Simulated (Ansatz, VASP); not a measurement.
**One calculation of AgW, two programs**

```
Ag W
1.0
     0.00000    3.23063    3.23063
     3.23063    0.00000    3.23063
     3.23063    3.23063    0.00000
Ag W
2 2
Cartesian
  3.2306 3.2306 3.2306
  4.8460 4.8460 4.8460
  0.0000 0.0000 0.0000
  1.6153 1.6153 1.6153
```

Alike in both runs: functional PBE; k mesh 4 × 4 × 4; occupations gaussian, width 0.1 eV; no spin polarisation.

Ansatz relaxed the structure, and its values are those at the end. VASP's run is a single point on that final structure, the one shown.

|  | VASP | Ansatz |
| --- | --- | --- |
| version | VASP 6.6.1 | Ansatz 0.2.0 |
| potentials or method | VASP PAW PBE potentials, release 64 (Ag, W_sv), cutoff 520 eV | scalar-relativistic, plane waves, PAW |
| valence electrons in the cell | 50 | 66 |

|  | VASP | Ansatz | Ansatz less VASP |
| --- | --- | --- | --- |
| gap on the k mesh at the Fermi level (eV) | none | none | - |
| pressure (GPa) | 0.0 | 0.0 | -0.06 |

A gap of «none» marks a metal or a gap that the smearing closes. VASP's potentials hold 50 valence electrons a cell and Ansatz's 66, so a difference there can come from the potentials and not from the codes.

The k mesh is coarse, so the values compare programs but aren't converged. Neither program's run includes spin-orbit coupling.
